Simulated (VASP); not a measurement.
# Rb16Li (a cell with a defect) in VASP: single point with PBE

Aim: the single point of Rb16Li (a cell with a defect) with PBE.

Everything below comes from runs of VASP 6.6.1. Logs are shortened: lines on timing, memory, paths and dates and some standing lists are left out, and cuts for length are marked.

## 1. The cell of the first run

The cell holds a defect, 17 atoms: a = 11.180 Å, b = 11.180 Å, c = 11.180 Å, α = 90.00°, β = 90.00°, γ = 90.00°.

## 2. Single point, PBE

INCAR reads:

```
SYSTEM = Rb16Li
ALGO = Normal
EDIFF = 1E-6
ENCUT = 520
GGA = PE
ISIF = 2
ISMEAR = -1
LASPH = .TRUE.
LCHARG = .TRUE.
LELF = .TRUE.
LREAL = Auto
LVHAR = .TRUE.
LWAVE = .FALSE.
NBANDS = 88
NELM = 80
PREC = Accurate
SIGMA = 0.1
```

KPOINTS reads:

```
k-points
0
G
  1 1 1
  0 0 0
```

POSCAR reads:

```
Rb16Li
1.0
   11.1800000000      0.0000000000      0.0000000000
    0.0000000000     11.1800000000      0.0000000000
    0.0000000000      0.0000000000     11.1800000000
Rb Li
16 1
Direct
   -0.0304172542      0.0002495705      0.0210788213
    0.4930320396     -0.0002816477     -0.0406219742
    0.0233236596      0.5005356767      0.0087239334
   -0.0297561199      0.0002171605      0.4791324244
    0.2805201050      0.2288568370      0.2498176656
    0.4912524010      0.4993730774     -0.0108171479
    0.4942487905     -0.0002317520      0.5389658140
    0.7571662785      0.2908879145      0.2502068421
    0.0231873902      0.5005830606      0.4913550007
    0.2796124527      0.7708638992      0.2498499493
    0.2266568506      0.2412981346      0.7496284576
    0.4910967626      0.4994407470      0.5112591860
    0.7554657367      0.7114272324      0.2501567143
    0.7586990410      0.2607518359      0.7504585247
    0.2268545501      0.7586056308      0.7495786567
    0.7589179350      0.7386331968      0.7503917293
    0.6248038811      0.0025983258      0.2481450026
```

Potentials or basis: VASP PAW PBE potentials, release 64 (Rb_sv, Li_sv).

Started as:

```bash
$ cat potpaw_PBE.64/Rb_sv/POTCAR potpaw_PBE.64/Li_sv/POTCAR > POTCAR
$ mpirun -np 1 vasp_gam > vasp.out
```

OUTCAR:

```text
SYSTEM = Rb16Li
   EDIFF = 1E-6
   ENCUT = 520
   GGA = PE
   ISIF = 2
   ISMEAR = -1
   LASPH = .TRUE.
   LREAL = Auto
   NELM = 80
   PREC = Accurate

 ion  position               nearest neighbor table
   1  0.970  0.000  0.021-  13 4.77   8 4.77  14 4.82  16 4.82  11 4.97  15 4.98  10 5.01   5 5.02
                             4 5.12   2 5.37   3 5.62   3 5.63
   2  0.493  1.000  0.959-  17 3.55  15 4.65  11 4.65   7 4.70   5 4.77  10 4.77  14 4.77  16 4.78
                             1 5.37  13 5.44   8 5.47   6 5.60   6 5.60
   3  0.023  0.501  0.009-   8 4.65  13 4.67  15 4.68  11 4.69  16 4.92  14 4.93  10 4.96   5 4.98
                             6 5.24   9 5.40   1 5.62   1 5.63   9 5.78
   4  0.970  0.000  0.479-  13 4.77   8 4.77  14 4.82  16 4.83  11 4.96  15 4.97  10 5.01   5 5.01
                             1 5.12   7 5.36   9 5.62   9 5.63
   5  0.281  0.229  0.250-   7 4.77   2 4.77   6 4.82  12 4.82   3 4.98   9 4.98   4 5.01   1 5.02
                            10 5.12   8 5.37  11 5.62  11 5.63
   6  0.491  0.499  0.989-   8 4.77  13 4.78  14 4.81   5 4.82  16 4.82  10 4.83  11 4.92  15 4.93
                             3 5.24  12 5.34   2 5.60   2 5.60
   7  0.494  1.000  0.539-  17 3.56  15 4.66  11 4.67   2 4.70   5 4.77  10 4.77  14 4.78  16 4.78
                             4 5.36  13 5.42   8 5.45  12 5.60  12 5.60
   8  0.757  0.291  0.250-  17 3.55   9 4.65   3 4.65  13 4.70   1 4.77   4 4.77   6 4.77  12 4.78
                             5 5.37   7 5.45   2 5.47  14 5.60  14 5.60
   9  0.023  0.501  0.491-   8 4.65  13 4.67  15 4.67  11 4.68  16 4.92  14 4.93  10 4.96   5 4.98
                            12 5.24   3 5.40   4 5.62   4 5.63   3 5.78
  10  0.280  0.771  0.250-   7 4.77   2 4.77   6 4.83  12 4.83   3 4.96   9 4.96   4 5.01   1 5.01
                             5 5.12  13 5.36  15 5.62  15 5.63
  11  0.227  0.241  0.750-   2 4.65   7 4.67   9 4.68   3 4.69  12 4.92   6 4.92   4 4.96   1 4.97
                            14 5.24  15 5.40   5 5.62   5 5.63  15 5.78
  12  0.491  0.499  0.511-   8 4.78  13 4.78  14 4.82   5 4.82  16 4.82  10 4.83  11 4.92  15 4.92
                             9 5.24   6 5.34   7 5.60   7 5.60
  13  0.755  0.711  0.250-  17 3.57   9 4.67   3 4.67   8 4.70   1 4.77   4 4.77   6 4.78  12 4.78
                            10 5.36   7 5.42   2 5.44  16 5.60  16 5.60
  14  0.759  0.261  0.750-   2 4.77   7 4.78   6 4.81   1 4.82  12 4.82   4 4.82   3 4.93   9 4.93
                            11 5.24  16 5.34   8 5.60   8 5.60
  15  0.227  0.759  0.750-   2 4.65   7 4.66   9 4.67   3 4.68  12 4.92   6 4.93   4 4.97   1 4.98
                            16 5.24  11 5.40  10 5.62  10 5.63  11 5.78
  16  0.759  0.739  0.750-   2 4.78   7 4.78   6 4.82   1 4.82  12 4.82   4 4.83   3 4.92   9 4.92
                            15 5.24  14 5.34  13 5.60  13 5.60
  17  0.625  0.003  0.248-   8 3.55   2 3.55   7 3.56  13 3.57

  LATTYP: Found a simple cubic cell.
 ALAT       =    11.1800000000

  Lattice vectors:

 A1 = (  11.1800000000,   0.0000000000,   0.0000000000)
 A2 = (   0.0000000000,  11.1800000000,   0.0000000000)
 A3 = (   0.0000000000,   0.0000000000,  11.1800000000)

Analysis of symmetry for initial positions (statically):
[... 149 lines left out ...]
   IMIX   =      4    mixing-type and parameters
     AMIX     =   0.40;   BMIX     =  1.00
     AMIX_MAG =   1.60;   BMIX_MAG =  1.00
  volume/ion in A,a.u.               =      82.20       554.72
  Fermi-wavevector in a.u.,A,eV,Ry     =   0.772809  1.460397  8.125857  0.597234
  Thomas-Fermi vector in A             =   1.874520
   LORBIT       =      0    0 simple, 1 ext, 2 COOP (PROOUT), +10 PAW based schemes
   GGA     = PE    functional components
   LHFCALC =     F    Hartree Fock is set to
   AEXX    =    0.0000 exact exchange contribution
   IVDW    =     0    specifies the selected vdW correction
   LEPSILON=     F    determine dielectric tensor
   LRPA    =     F    only Hartree local field effects (RPA)
 non-spin polarized calculation
  energy-cutoff  :      520.00
  volume of cell :     1397.42
 maximum number of plane-waves:     18781
 NGX is ok and might be reduce to    84
   NGX = 41   NGY = 41   NGZ = 41

 number of electron     147.0000002 magnetization

 Free energy of the ion-electron system (eV)
  ---------------------------------------------------
  ext. energy  EPLUGINS =         0.00000000
  ---------------------------------------------------
  free energy    TOTEN  =       -15.68512717 eV

  energy without entropy =      -15.03366196  energy(sigma->0) =      -15.35939456

 E-fermi :   0.1874     XC(G=0):  -5.6219

 val. band max:       -0.4529816592   @ k =   0.0000   0.0000   0.0000
 cond. band min:       0.2253368020   @ k =   0.0000   0.0000   0.0000
 fundamental gap:      0.6783184613
 Fermi energy:         0.1873628646

 k-point     1 :       0.0000    0.0000    0.0000
  band No.  band energies     occupation
      1     -47.6996      2.00000
      2     -28.7610      2.00000
      3     -28.7592      2.00000
      4     -28.7592      2.00000
      5     -28.7584      2.00000
      6     -28.7535      2.00000
[... 77 lines left out ...]
     84       0.9581      0.00090
     85       1.2917      0.00003
 [bands above 85 left out]

------------------------ aborting loop because EDIFF is reached ----------------------------------------

  FORCE on cell =-STRESS in cart. coord.  units (eV):
  Direction    XX          YY          ZZ          XY          YZ          ZX
  --------------------------------------------------------------------------------------
  -------------------------------------------------------------------------------------
  Total        0.8167637      2.0263154      2.0300424      0.0331828      0.0013224      0.0239950
  in kB        0.9364435      2.3232300      2.3275032      0.0380450      0.0015162      0.0275110
  external PRESSURE =       1.8623922 kB  Pullay stress =       0.0000000 kB

 VOLUME and BASIS-vectors are now :
 -----------------------------------------------------------------------------
  energy-cutoff  :      520.00
  volume of cell :     1397.42
      direct lattice vectors                 reciprocal lattice vectors
    11.180000000  0.000000000  0.000000000     0.089445438  0.000000000  0.000000000
     0.000000000 11.180000000  0.000000000     0.000000000  0.089445438  0.000000000
     0.000000000  0.000000000 11.180000000     0.000000000  0.000000000  0.089445438

 POSITION                                       TOTAL-FORCE (eV/Angst)
 -----------------------------------------------------------------------------------
     10.83994      0.00279      0.23566        -0.000333      0.000201      0.003574
      5.51210     11.17685     10.72585         0.000159     -0.001348     -0.010155
      0.26076      5.59599      0.09753         0.008996     -0.000564      0.004912
     10.84733      0.00243      5.35670        -0.002950      0.000338     -0.004813
      3.13621      2.55862      2.79296        -0.000245     -0.003127     -0.000034
      5.49220      5.58299     11.05906        -0.004639      0.001265     -0.012228
[... 9 lines left out ...]
      8.48470      8.25792      8.38938         0.003059     -0.010949     -0.000558
      6.98531      0.02905      2.77426        -0.000172     -0.006384      0.002869
 -----------------------------------------------------------------------------------
    total drift:                               -0.000831     -0.001276     -0.000611

  FREE ENERGIE OF THE ION-ELECTRON SYSTEM (eV)
  ---------------------------------------------------
  free  energy   TOTEN  =       -15.6851271670 eV

  energy  without entropy=      -15.0336619573  energy(sigma->0) =      -15.35939456
```

OSZICAR:

```text
N       E                     dE             d eps       ncg     rms          rms(c)
DAV:   1     0.164756565202E+04    0.16476E+04   -0.60792E+04   184   0.138E+03
DAV:   2     0.222090421882E+03   -0.14255E+04   -0.13984E+04   264   0.296E+02
DAV:   3    -0.556263568863E+01   -0.22765E+03   -0.22617E+03   248   0.117E+02
DAV:   4    -0.154916743577E+02   -0.99290E+01   -0.98312E+01   232   0.279E+01
DAV:   5    -0.161569335377E+02   -0.66526E+00   -0.66320E+00   272   0.468E+00    0.539E+00
DAV:   6    -0.156712934907E+02    0.48564E+00   -0.11101E+00   208   0.216E+00    0.291E+00
DAV:   7    -0.156787565135E+02   -0.74630E-02   -0.32652E-01   224   0.834E-01    0.140E+00
DAV:   8    -0.156840237106E+02   -0.52672E-02   -0.39933E-02   232   0.466E-01    0.305E-01
DAV:   9    -0.156848881886E+02   -0.86448E-03   -0.52428E-03   232   0.160E-01    0.936E-02
DAV:  10    -0.156850937520E+02   -0.20556E-03   -0.91897E-04   240   0.900E-02    0.273E-02
DAV:  11    -0.156851235284E+02   -0.29776E-04   -0.78901E-05   264   0.221E-02    0.134E-02
DAV:  12    -0.156851258657E+02   -0.23373E-05   -0.16671E-05   224   0.121E-02    0.453E-03
DAV:  13    -0.156851275323E+02   -0.16666E-05   -0.23269E-06   152   0.397E-03    0.242E-03
DAV:  14    -0.156851271670E+02    0.36526E-06   -0.82230E-07   112   0.269E-03
   1 F= -.15685127E+02 E0= -.15359395E+02  d E =-.651465E+00
```

It took 1.8 min on 1 thread of Intel Xeon 6975P-C (Granite Rapids), shared host; peak memory 0.99 GiB.

Results:

```
Free energy            : -15.6851 eV
Largest force          : 0.014 eV/Å
Band gap on the k mesh : zero (an odd number of electrons rules out a gap without spin polarisation)
```

Forces in eV/Å, atoms in the order of the input:
```
Rb   0.000  0.000  0.004
Rb   0.000 -0.001 -0.010
Rb   0.009 -0.001  0.005
Rb  -0.003  0.000 -0.005
Rb   0.000 -0.003  0.000
Rb  -0.005  0.001 -0.012
Rb   0.002 -0.001  0.008
Rb   0.000  0.011  0.001
Rb   0.008 -0.001 -0.005
Rb   0.003  0.005  0.000
Rb  -0.009 -0.005  0.001
Rb  -0.003  0.001  0.011
Rb  -0.003 -0.007  0.001
Rb   0.005  0.013 -0.001
Rb  -0.008  0.005  0.001
Rb   0.003 -0.011 -0.001
Li   0.000 -0.006  0.003
```

Levels at points of the mesh, in eV from the Fermi level:
```tsv
k point	band 69	band 70	band 71	band 72	band 73	band 74	band 75	band 76
(0.00, 0.00, 0.00)	-0.68	-0.68	-0.68	-0.64	0.04	0.08	0.08	0.09
```

Caveat: the k points lie up to 0.56 Å⁻¹ apart, too coarse for converged energies and pressures of a metal; the cutoff is under 1.25 times the usual one of these potentials, so pressure, stress and relaxed cells hold a basis-set (Pulay) error.
